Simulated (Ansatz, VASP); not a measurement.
# K in VASP and in Ansatz

POSCAR

```
K
1.0
    0.0000000000      3.2915437429      3.2915437429
    3.2915437429      0.0000000000      3.2915437429
    3.2915437429      3.2915437429      0.0000000000
K
1
Direct
    0.0000000000      0.0000000000      0.0000000000
```

File INCAR.step1:

```
SYSTEM = K
PREC = Accurate
ENCUT = 600
ISMEAR = -1
SIGMA = 0.1
LREAL = .False.
LASPH = .True.
NELM = 100
GGA = PE
ALGO = Normal
EDIFF = 1E-4
LWAVE = .True.
LCHARG = .False.
```

File INCAR.step2:

```
SYSTEM = K
PREC = Accurate
ENCUT = 600
EDIFF = 1E-7
ISMEAR = -1
SIGMA = 0.1
LREAL = .False.
LASPH = .True.
NELM = 100
ALGO = Normal
ISIF = 3
LWAVE = .False.
LCHARG = .False.
METAGGA = R2SCAN
LMIXTAU = .True.
IBRION = 2
NSW = 80
EDIFFG = -0.01
ISTART = 1
```

Contents of KPOINTS:

```
Automatic mesh
0
Gamma
  8 8 8
  0 0 0
```

Input for Ansatz:

```yaml
crystal:
  lattice:
    - [0.0, 3.2915437429, 3.2915437429]
    - [3.2915437429, 0.0, 3.2915437429]
    - [3.2915437429, 3.2915437429, 0.0]
  atoms:
    - { symbol: K, position: [0.0, 0.0, 0.0] }
hamiltonian:
  xc: r2scan
  pseudopotentials:
    kind: paw
    azcp:
      K: "pseudopotentials/K.paw.azcp"
basis:
  ecutwfc: 500
  fft_grid_basis: typed
kpoints:
  mp_grid: { grid: [8, 8, 8], shift: [0, 0, 0] }
magnetization:
  spin_polarized: false
scf:
  occupations: { method: fermi_dirac, width: 0.1 }
relax:
  max_steps: 60
  f_tol: 0.01
  cell: {}
```

Alike in both runs: task relaxation of cell and atoms; functional r2SCAN; k mesh 8 × 8 × 8; occupations fermi-dirac, width 0.1 eV; no spin polarisation.

```csv
,VASP,Ansatz
version,VASP 6.6.1,Ansatz 0.2.0
potentials or method,"VASP PAW PBE potentials, release 64 (K_sv), cutoff 600 eV","plane waves (500 eV) with PAW, scalar-relativistic"
valence electrons in the cell,9,9
```

|  | VASP | Ansatz | Ansatz less VASP |
| --- | --- | --- | --- |
| relaxed volume (Å³/atom) | 77.04 | 76.57 | -0.476 |
| relaxed cell length with the largest relative difference (Å) | 4.776 | 4.766 | -0.0099 |

VASP's potentials were made for PBE, not for r2SCAN.
